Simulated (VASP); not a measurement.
Ni, 1 atom in the cell. It takes space group Fm-3m (No. 225, cubic). Conventional cell: a = 3.421 Å, b = 3.421 Å, c = 3.421 Å, α = 90.00°, β = 90.00°, γ = 90.00°. Within 3.2 Å of Ni (site symmetry m-3m) lie 12 Ni at 2.42 Å. 

| Quantity | Value |
| --- | --- |
| Program | VASP 6.6.1 |
| Task | single point |
| Functional | LDA |
| Potentials or basis | VASP PAW LDA potentials, release 64 (Ni) |
| Cutoff | 600 eV |
| k mesh | 16 × 16 × 16 |
| Occupations | fermi-dirac, width 0.1 eV |
| Spin | no spin polarisation |
| Dipole correction | no |
| Further INCAR settings | ALGO = Normal; EDIFF = 1e-06; NBANDS = 11 |

Potentials or basis: VASP PAW LDA potentials, release 64 (Ni).

Command:

```console
$ cat potpaw_LDA.64/Ni/POTCAR > POTCAR
$ mpirun -np 1 vasp_std > vasp.out
```

Hardware: 1 thread of Intel Xeon 8259CL, on a shared host.

Q: How long does it take, and how much memory?

A: It took 26 s on 1 thread of Intel Xeon 8259CL (shared host), peak memory 0.13 GiB. Counts: scf iterations 12, k points 145.
